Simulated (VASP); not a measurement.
A run of VASP 6.6.1:

Contents of INCAR:

```
SYSTEM = Na
PREC = Accurate
ENCUT = 520
EDIFF = 1E-8
ISMEAR = -1
SIGMA = 0.05
LREAL = .FALSE.
LASPH = .TRUE.
NELM = 80
ALGO = Normal
ISIF = 2
LWAVE = .FALSE.
LCHARG = .FALSE.
GGA = PE
LEFG = .TRUE.
NBANDS = 10
```

KPOINTS

```
regular mesh
0
G
  12 12 12
  0 0 0
```

The input POSCAR:

```
Na
1.0
   -2.1810250000      2.1175000000      2.1175000000
    2.1175000000     -2.1810250000      2.1175000000
    2.1175000000      2.1175000000     -2.1810250000
Na
1
Direct
    0.0000000000      0.0000000000      0.0000000000
```

Potentials or basis: VASP PAW PBE potentials, release 64 (Na_pv).

Command:

```bash
$ cat potpaw_PBE.64/Na_pv/POTCAR > POTCAR
$ mpirun -np 1 vasp_std > vasp.out
```

Hardware: 1 thread of AMD EPYC 7R13 (shared host).

Question: Estimate the wall time of this run.

Answer: Wall time 2.1 min on 1 thread of AMD EPYC 7R13 (shared host), peak memory 0.16 GiB. Counts: scf iterations 12, k points 189.
